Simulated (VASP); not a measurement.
Set up this calculation in VASP 6.6.1, as the native input.

```
Task                   : single point
Functional             : r2SCAN
Potentials or basis    : VASP PAW PBE potentials, release 64 (Y_sv, Ge_d)
Cutoff                 : 520 eV
k mesh                 : 7 × 7 × 4
Occupations            : fermi-dirac, width 0.05 eV
Spin                   : no spin polarisation
Dipole correction      : no
Further INCAR settings : ALGO = Normal; EDIFF = 1e-06; NBANDS = 40
```

The system is Y2Ge3.

```
CELL_PARAMETERS angstrom
4.36694 0.00000 0.00000
-2.18347 3.78188 0.00000
0.00000 0.00000 7.13266
ATOMIC_POSITIONS crystal
Y 0.00000 0.00000 0.26901
Y 0.00000 0.00000 0.73099
Ge 0.66667 0.33333 0.00000
Ge 0.66667 0.33333 0.50000
Ge 0.33333 0.66667 0.00000
```

One way to write it, as run:

POSCAR

```
Y2Ge3
1.0
    4.3669352030      0.0000000000      0.0000000000
   -2.1834676015      3.7818768225      0.0000000000
    0.0000000000      0.0000000000      7.1326648626
Y Ge
2 3
Direct
    0.0000000000      0.0000000000      0.2690087418
    0.0000000000      0.0000000000      0.7309912582
    0.6666666667      0.3333333333      0.0000000000
    0.6666666667      0.3333333333      0.5000000000
    0.3333333333      0.6666666667      0.0000000000
```

INCAR.step1

```
SYSTEM = Y2Ge3
PREC = Accurate ; ENCUT = 520
ISMEAR = -1 ; SIGMA = 0.05
LREAL = .False. ; LASPH = .True.
NELM = 100 ; NBANDS = 40
GGA = PE ; ALGO = Normal
EDIFF = 1E-4 ; LWAVE = .True.
LCHARG = .False.
```

INCAR.step2

```
SYSTEM = Y2Ge3
PREC = Accurate ; ENCUT = 520
EDIFF = 1E-6 ; ISMEAR = -1
SIGMA = 0.05 ; LREAL = .False.
LASPH = .True. ; NELM = 100
ALGO = Normal ; ISIF = 2
LWAVE = .False. ; LCHARG = .True.
METAGGA = R2SCAN ; LMIXTAU = .True.
LELF = .True. ; LVHAR = .True.
NBANDS = 40 ; ISTART = 1
```

KPOINTS

```
Automatic mesh
0
Gamma
  7 7 4
  0 0 0
```

Potentials or basis: VASP PAW PBE potentials, release 64 (Y_sv, Ge_d).

Launch:

```sh
$ cat potpaw_PBE.64/Y_sv/POTCAR potpaw_PBE.64/Ge_d/POTCAR > POTCAR
$ cp INCAR.step1 INCAR
$ mpirun -np 1 vasp_std > vasp.out
$ cp INCAR.step2 INCAR
$ mpirun -np 1 vasp_std > vasp.out
```

It gave:

- Pressure: -0.1 GPa
- Band gap on the k mesh: zero (bands 32 and 33 overlap by 1.47 eV)

Caveat: the PAW data sets were made with another functional, which shifts forces and pressure a little.

Run time: 3.9 min on 1 thread of Intel(R) Xeon(R) 6975P-C (Granite Rapids), on a shared host, peak memory 0.31 GiB.
